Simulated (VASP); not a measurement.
The system is ZnO.

```
CELL_PARAMETERS angstrom
3.23535 0.00000 0.00000
-1.61768 2.80190 0.00000
0.00000 0.00000 5.21091
ATOMIC_POSITIONS crystal
Zn 0.33333 0.66667 0.49966
Zn 0.66667 0.33333 0.99966
O 0.66667 0.33333 0.37935
O 0.33333 0.66667 0.87935
```

Base run:

| Item | Value |
| --- | --- |
| Program | VASP 6.6.1 |
| Functional | PBE |
| Potentials or basis | VASP PAW PBE potentials, release 64 (Zn, O) |
| Cutoff | 520 eV |
| k mesh | 12 × 12 × 6 |
| Occupations | fermi-dirac, width 0.02 eV |
| Spin | no spin polarisation |

Its results: band gap on the k mesh 0.79 eV; pressure 7.2 GPa; largest force 0.004 eV/Å.

The run is repeated on the same cell with these changes: functional from PBE to r2SCAN; occupations from fermi-dirac, width 0.02 eV to gaussian, width 0.01 eV. What comes out?

Band gap on the k mesh 1.23 eV; pressure 1.0 GPa; largest force 0.008 eV/Å.

Caveats: the cell stands under pressure (at least some runs); the PAW data sets were made with another functional, which shifts forces and pressure a little (at least some runs).

